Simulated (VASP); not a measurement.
**Mo: single point with PBEsol**

Crystal: Mo.

```
Mo
1.0
     2.73551    0.00000    0.00000
    -1.36776    2.36902    0.00000
     0.00000    0.00000    2.63184
Mo
1
Direct
  0.00000 0.00000 0.50000
```

This cell differs from its parent crystal: strain +0.000 along x and y, +0.030 along z.

```yaml
Program: VASP 6.6.1
Task: single point
Functional: PBEsol
Potentials_or_basis: VASP PAW PBE potentials, release 64 (Mo_sv)
Cutoff: 520 eV
k_mesh: 18 × 18 × 18
Occupations: gaussian, width 0.15 eV
Spin: no spin polarisation
Dipole_correction: no
Further_INCAR_settings: ALGO = Fast; EDIFF = 1e-06; NBANDS = 13
```

The pressure is -8.8 GPa. The band gap on the k mesh is zero (band 7 reaches 11.77 eV, above the bottom of band 8 at 10.18 eV).

Stress tensor (GPa, compression positive):
```
 -3.65   0.00   0.00
  0.00  -3.65   0.00
  0.00   0.00 -19.07
```

Levels at points of the mesh, in eV from the Fermi level:
```tsv
k point	band 4	band 5	band 6	band 7	band 8	band 9	band 10	band 11
(0.00, 0.00, 0.00)	-34.32	-6.81	-4.19	-0.89	-0.89	3.79	3.79	13.11
(0.50, 0.00, 0.00)	-34.28	-4.89	-2.93	0.51	1.03	3.09	4.40	10.00
(0.00, 0.00, 0.50)	-34.20	-3.95	-0.31	-0.22	-0.22	1.01	1.01	8.95
(0.50, 0.00, 0.50)	-34.50	-5.15	-3.57	-0.25	4.67	5.56	6.07	6.90
```

It took 31 s on 1 thread of AMD EPYC 9R45 96-Core Processor (Zen 5), on a shared host, peak memory 0.15 GiB.

Caveat: the cell differs from its parent crystal (strain +0.000 along x and y, +0.030 along z); the PAW data sets were made with another functional, which shifts forces and pressure a little.
